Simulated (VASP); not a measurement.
# SrTiO3 (P4mm) in VASP: a series of runs, part 2 of 2

VASP 6.6.1. Earlier steps stand in the parts before.

## Step 3: Single point, PBE (atoms displaced along a vibrational mode)

The input, INCAR:

```
SYSTEM = SrTiO3
PREC = Accurate
ENCUT = 520
EDIFF = 1E-6
ISMEAR = 0
SIGMA = 0.05
LREAL = .FALSE.
LASPH = .TRUE.
NELM = 100
ALGO = Normal
ISIF = 2
LWAVE = .FALSE.
LCHARG = .FALSE.
GGA = PE
NBANDS = 51
```

The input, KPOINTS:

```
Automatic mesh
0
G
  6 6 6
  0 0 0
```

The input, POSCAR:

```
SrTiO3
1.0
   -3.9364035682      0.0000000000     -3.9364035682
    0.0000000000     -3.9364035682     -3.9364035682
   -3.9364035682     -3.9364035682      0.0000000000
Sr Ti O
2 2 6
Direct
    0.0035162434      0.0035162434     -0.0035162434
    0.5035162434      0.5035162434      0.4964837566
    0.2663453501      0.2663453501      0.2336546499
    0.7663453501      0.7663453501      0.7336546499
   -0.0216957329      0.4783042671      0.0216957329
    0.4783042671     -0.0216957329      0.5216957329
   -0.0216957329      0.4783042671      0.5216957329
    0.4783042671     -0.0216957329      0.0216957329
   -0.0247688019     -0.0247688019      0.5247688019
    0.4752311981      0.4752311981      0.0247688019
```

Potentials or basis: VASP PAW PBE potentials, release 64 (Sr_sv, Ti_sv, O).

Launch:

```
cat potpaw_PBE.64/Sr_sv/POTCAR potpaw_PBE.64/Ti_sv/POTCAR potpaw_PBE.64/O/POTCAR > POTCAR
mpirun -np 1 vasp_std > vasp.out
```

OUTCAR:

```text
SYSTEM = SrTiO3
   PREC = Accurate
   ENCUT = 520
   EDIFF = 1E-6
   ISMEAR = 0
   LREAL = .FALSE.
   LASPH = .TRUE.
   NELM = 100
   ISIF = 2
   GGA = PE

 ion  position               nearest neighbor table
   1  0.004  0.004  0.996-   5 2.65   6 2.65   7 2.65   8 2.65   9 2.79  10 2.79  10 2.79   9 2.79
                             7 2.93   6 2.93   8 2.93   5 2.93   4 3.35   3 3.35   3 3.35   4 3.35
   2  0.504  0.504  0.496-   5 2.65   6 2.65   7 2.65   8 2.65  10 2.79   9 2.79   9 2.79  10 2.79
                             8 2.93   5 2.93   7 2.93   6 2.93   3 3.35   4 3.35   4 3.35   3 3.35
   3  0.266  0.266  0.234-  10 1.64   6 1.99   7 1.99   8 1.99   5 1.99   9 2.29   2 3.35   1 3.35
                             1 3.35   2 3.35   1 3.47   1 3.47   2 3.47   2 3.47
   4  0.766  0.766  0.734-   9 1.64   6 1.99   7 1.99   8 1.99   5 1.99  10 2.29   1 3.35   2 3.35
                             2 3.35   1 3.35   2 3.47   2 3.47   1 3.47   1 3.47
   5  0.978  0.478  0.022-   3 1.99   4 1.99   1 2.65   2 2.65   2 2.93   1 2.93
   6  0.478  0.978  0.522-   3 1.99   4 1.99   1 2.65   2 2.65   1 2.93   2 2.93
   7  0.978  0.478  0.522-   3 1.99   4 1.99   1 2.65   2 2.65   2 2.93   1 2.93
   8  0.478  0.978  0.022-   3 1.99   4 1.99   1 2.65   2 2.65   1 2.93   2 2.93
   9  0.975  0.975  0.525-   4 1.64   3 2.29   2 2.79   2 2.79   1 2.79   1 2.79
  10  0.475  0.475  0.025-   3 1.64   4 2.29   1 2.79   1 2.79   2 2.79   2 2.79

  LATTYP: Found a face centered cubic cell.
 ALAT       =     7.8728071364

  Lattice vectors:

 A1 = (  -3.9364035682,   0.0000000000,  -3.9364035682)
 A2 = (   0.0000000000,  -3.9364035682,  -3.9364035682)
 A3 = (  -3.9364035682,  -3.9364035682,   0.0000000000)

Analysis of symmetry for initial positions (statically):
=====================================================================
 Subroutine PRICEL returns following result:

  LATTYP: Found a simple cubic cell.
 ALAT       =     3.9364035682

  Lattice vectors:

 A1 = (   0.0000000000,   3.9364035682,   0.0000000000)
 A2 = (   0.0000000000,   0.0000000000,  -3.9364035682)
 A3 = (  -3.9364035682,   0.0000000000,   0.0000000000)

   2 primitive cells build up your supercell.
[... 169 lines left out ...]
 non-spin polarized calculation
 Gauss-broadening in eV      SIGMA  =   0.05
  energy-cutoff  :      520.00
  volume of cell :      121.99
 maximum number of plane-waves:      3306
 NGX is ok and might be reduce to    42
   NGX = 21   NGY = 21   NGZ = 21

 number of electron      80.0000016 magnetization

 Free energy of the ion-electron system (eV)
  ---------------------------------------------------
  ext. energy  EPLUGINS =         0.00000000
  ---------------------------------------------------
  free energy    TOTEN  =       -79.44851160 eV

  energy without entropy =      -79.44851160  energy(sigma->0) =      -79.44851160

 E-fermi :   4.4679     XC(G=0): -11.1075

 val. band max:        4.1437816408   @ k =   0.0000   0.0000   0.0000
 cond. band min:       6.1805267746   @ k =   0.0000   0.0000   0.0000
 fundamental gap:      2.0367451338
 Fermi energy:         4.4678842623

 k-point     1 :       0.0000    0.0000    0.0000
  band No.  band energies     occupation
      1     -52.0872      2.00000
      2     -52.0831      2.00000
      3     -28.9331      2.00000
      4     -28.8745      2.00000
      5     -28.7928      2.00000
      6     -28.7285      2.00000
[... 1285 lines left out ...]
     50      10.8682      0.00000
     51      11.1220      0.00000

 [... further k-points ...]

------------------------ aborting loop because EDIFF is reached ----------------------------------------

  FORCE on cell =-STRESS in cart. coord.  units (eV):
  Direction    XX          YY          ZZ          XY          YZ          ZX
  --------------------------------------------------------------------------------------
  -------------------------------------------------------------------------------------
  Total        1.2543055      1.2543055     17.4604174      0.0000000      0.0000000     -0.0000000
  in kB       16.4734691     16.4734691    229.3170566      0.0000000      0.0000000     -0.0000000
  external PRESSURE =      87.4213316 kB  Pullay stress =       0.0000000 kB

 VOLUME and BASIS-vectors are now :
 -----------------------------------------------------------------------------
  energy-cutoff  :      520.00
  volume of cell :      121.99
      direct lattice vectors                 reciprocal lattice vectors
    -3.936403568  0.000000000 -3.936403568    -0.127019497  0.127019497 -0.127019497
     0.000000000 -3.936403568 -3.936403568     0.127019497 -0.127019497 -0.127019497
    -3.936403568 -3.936403568  0.000000000    -0.127019497 -0.127019497  0.127019497

 POSITION                                       TOTAL-FORCE (eV/Angst)
 -----------------------------------------------------------------------------------
     -3.93640     -3.93640     -0.02768         0.000000      0.000000     -0.272402
     -3.93640     -3.93640     -3.96409         0.000000      0.000000     -0.272402
     -1.96820     -1.96820     -2.09689         0.000000      0.000000      4.983413
     -5.90461     -5.90461     -6.03329         0.000000      0.000000      4.983413
     -3.93640     -1.96820     -5.73380         0.000000      0.000000     -0.231177
     -3.93640     -5.90461     -5.73380         0.000000      0.000000     -0.231177
     -5.90461     -3.93640     -5.73380         0.000000      0.000000     -0.231177
     -1.96820     -3.93640     -5.73380         0.000000      0.000000     -0.231177
     -5.90461     -5.90461     -7.67781         0.000000      0.000000     -4.248657
     -1.96820     -1.96820     -3.74140         0.000000      0.000000     -4.248657
 -----------------------------------------------------------------------------------
    total drift:                               -0.000004     -0.000004     -0.000176

  FREE ENERGIE OF THE ION-ELECTRON SYSTEM (eV)
  ---------------------------------------------------
  free  energy   TOTEN  =       -79.4485116013 eV

  energy  without entropy=      -79.4485116013  energy(sigma->0) =      -79.44851160
```

Wall time 4.7 min (1 thread of Intel Xeon Platinum 8488C (Sapphire Rapids), shared host); peak memory 0.35 GiB.

Results:

```
Free energy            : -79.4485 eV
Pressure               : 8.7 GPa
Largest force          : 4.983 eV/Å
Band gap on the k mesh : 2.04 eV
```

Forces in eV/Å, atoms in the order of the input:
```
Sr   0.000  0.000 -0.272
Sr   0.000  0.000 -0.272
Ti   0.000  0.000  4.983
Ti   0.000  0.000  4.983
O    0.000  0.000 -0.231
O    0.000  0.000 -0.231
O    0.000  0.000 -0.231
O    0.000  0.000 -0.231
O    0.000  0.000 -4.249
O    0.000  0.000 -4.249
```

Stress tensor (GPa, compression positive):
```
 1.65  0.00  0.00
 0.00  1.65  0.00
 0.00  0.00 22.93
```

Caveat: the cell differs from its parent crystal (atoms displaced along a vibrational mode); the stress differs along the axes, from 2 to 23 GPa; forces of over 1 eV/Å act on the atoms, so gaps and moduli don't describe the material at rest.

## Step 4: Single point, PBE (atoms displaced along a vibrational mode)

The input, INCAR:

```
  PREC = Accurate
  ENCUT = 520
  EDIFF = 1E-7
  ISMEAR = 0
  SIGMA = 0.05
  LREAL = False
  LASPH = True
  NELM = 80
  ALGO = Normal
  ISIF = 2
  LWAVE = False
  LCHARG = True
  GGA = PE
  LELF = True
  LVHAR = True
  NBANDS = 51
```

The input, KPOINTS:

```
Automatic mesh
0
Gamma
  6 6 6
```

The input, POSCAR:

```
SrTiO3
1.0
   -3.9364035682      0.0000000000     -3.9364035682
    0.0000000000     -3.9364035682     -3.9364035682
   -3.9364035682     -3.9364035682      0.0000000000
Sr Ti O
2 2 6
Direct
   -0.0023441623     -0.0023441623      0.0023441623
    0.4976558377      0.4976558377      0.5023441623
    0.2391030999      0.2391030999      0.2608969001
    0.7391030999      0.7391030999      0.7608969001
    0.0144638219      0.5144638219     -0.0144638219
    0.5144638219      0.0144638219      0.4855361781
    0.0144638219      0.5144638219      0.4855361781
    0.5144638219      0.0144638219     -0.0144638219
    0.0165125346      0.0165125346      0.4834874654
    0.5165125346      0.5165125346     -0.0165125346
```

Launch:

```
cat potpaw_PBE.64/Sr_sv/POTCAR potpaw_PBE.64/Ti_sv/POTCAR potpaw_PBE.64/O/POTCAR > POTCAR
mpirun -np 1 vasp_std > vasp.out
```

Wall time 4.8 min (1 thread of Intel Xeon Platinum 8488C (Sapphire Rapids), shared host); peak memory 0.35 GiB.

Results (log left out):

```
Free energy            : -80.0714 eV
Pressure               : 3.9 GPa
Largest force          : 1.529 eV/Å
Band gap on the k mesh : 1.92 eV
```

Forces on the atoms (eV/Å):
```
Sr   0.000  0.000  0.145
Sr   0.000  0.000  0.145
Ti   0.000  0.000 -1.529
Ti   0.000  0.000 -1.529
O    0.000  0.000  0.040
O    0.000  0.000  0.040
O    0.000  0.000  0.040
O    0.000  0.000  0.040
O    0.000  0.000  1.305
O    0.000  0.000  1.305
```

Stress tensor (GPa, compression positive):
```
1.06 0.00 0.00
0.00 1.06 0.00
0.00 0.00 9.55
```

Levels at points of the mesh, in eV from the valence-band top:
| k point | band 38 | band 39 | band 40 | band 41 | band 42 | band 43 |
| --- | --- | --- | --- | --- | --- | --- |
| (0.00, 0.00, 0.00) | -0.25 | -0.25 | 0.00 | 1.92 | 2.62 | 2.62 |
| (0.50, 0.00, 0.00) | -1.04 | -0.71 | -0.71 | 3.30 | 3.30 | 3.50 |
| (0.50, 0.50, 0.00) | -0.72 | -0.72 | -0.09 | 2.10 | 3.83 | 3.83 |
| (0.00, 0.50, 0.50) | -1.42 | -1.14 | -0.33 | 2.73 | 3.67 | 3.72 |

Caveat: the cell differs from its parent crystal (atoms displaced along a vibrational mode); the stress differs along the axes, from 1 to 10 GPa; forces of over 1 eV/Å act on the atoms, so gaps and moduli don't describe the material at rest.

## Step 5: Summary

```tsv
cell	gap on the mesh (eV)	pressure (GPa)	largest force (eV/Å)
as given, atomic positions A	2.18	17.0	11.60
as given, atomic positions B	2.04	8.7	4.98
as given, atomic positions C	1.92	3.9	1.53
```

Alike in all rows: task single point; level PBE; potentials or basis VASP PAW PBE potentials, release 64 (Sr_sv, Ti_sv, O); no spin polarisation; k mesh 6 × 6 × 6; cutoff (eV) 520; smearing gaussian 0.05 eV.

Caveats: forces of over 1 eV/Å act on the atoms, so gaps and moduli don't describe the material at rest; the stress differs along the axes, from 3 to 46 GPa (at least some runs); the stress differs along the axes, from 2 to 23 GPa (at least some runs); the stress differs along the axes, from 1 to 10 GPa (at least some runs).

Absolute energies hang on the potentials; compare differences alone.
